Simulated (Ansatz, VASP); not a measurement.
# Two plane-wave programs on Te

```xyz
3
Lattice="5.3716 0.0000 0.0000 -2.6858 4.6519 0.0000 0.0000 0.0000 3.1537" Properties=species:S:1:pos:R:3 pbc="T T T"
Te    0.0000    0.0000    0.0000
Te    0.0000    3.1013    1.5768
Te    2.6858    1.5506    1.5768
```

Alike in both runs: task single point; functional RPBE; k mesh 8 × 8 × 11; occupations fermi-dirac, width 0.1 eV; no spin polarisation.

|  | VASP | Ansatz |
| --- | --- | --- |
| version | VASP 6.6.1 | Ansatz 0.2.0 |
| potentials or method | VASP PAW PBE potentials, release 64 (Te), cutoff 520 eV | plane waves (420 eV) with PAW, scalar-relativistic |
| valence electrons in the cell | 18 | 48 |

VASP gave:

- pressure (GPa): 7.8
- traceless stress, the component that is largest in VASP (GPa): -1.56

Question: Which values does Ansatz return?

Answer: Pressure (GPa): 7.9; traceless stress, the component that is largest in VASP (GPa): -1.56.

VASP's potentials were made for PBE, not for RPBE. With one functional, cell and mesh, what is left measures potentials, basis and numerics. VASP's potentials hold 18 valence electrons a cell and Ansatz's 48, so a difference there can come from the potentials and not from the codes.

Neither program's run includes spin-orbit coupling.
